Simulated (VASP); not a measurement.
Here is a VASP 6.6.1 calculation.

Contents of INCAR:

```
PREC = Accurate
ENCUT = 520
EDIFF = 1E-6
ISMEAR = -1
SIGMA = 0.05
LREAL = F
LASPH = T
NELM = 100
ALGO = Normal
ISIF = 2
LWAVE = F
LCHARG = F
GGA = PE
NBANDS = 18
```

The input KPOINTS:

```
Automatic mesh
0
Gamma
  6 6 6
```

Contents of POSCAR:

```
ZnAu
1.0
    3.1470000000      0.0000000000      0.0000000000
    0.0000000000      3.1470000000      0.0000000000
    0.0000000000      0.0000000000      3.1470000000
Zn Au
1 1
Direct
    0.5000000000      0.5000000000      0.5000000000
    0.0000000000      0.0600000000      0.0000000000
```

Potentials or basis: VASP PAW PBE potentials, release 64 (Zn, Au).

Command:

```sh
$ cat potpaw_PBE.64/Zn/POTCAR potpaw_PBE.64/Au/POTCAR > POTCAR
$ mpirun -np 1 vasp_std > vasp.out
```

(1) What does it give for the pressure?

(2) Predict the largest force.

## Answers

(1) 7.1 GPa.

(2) 0.708 eV/Å.
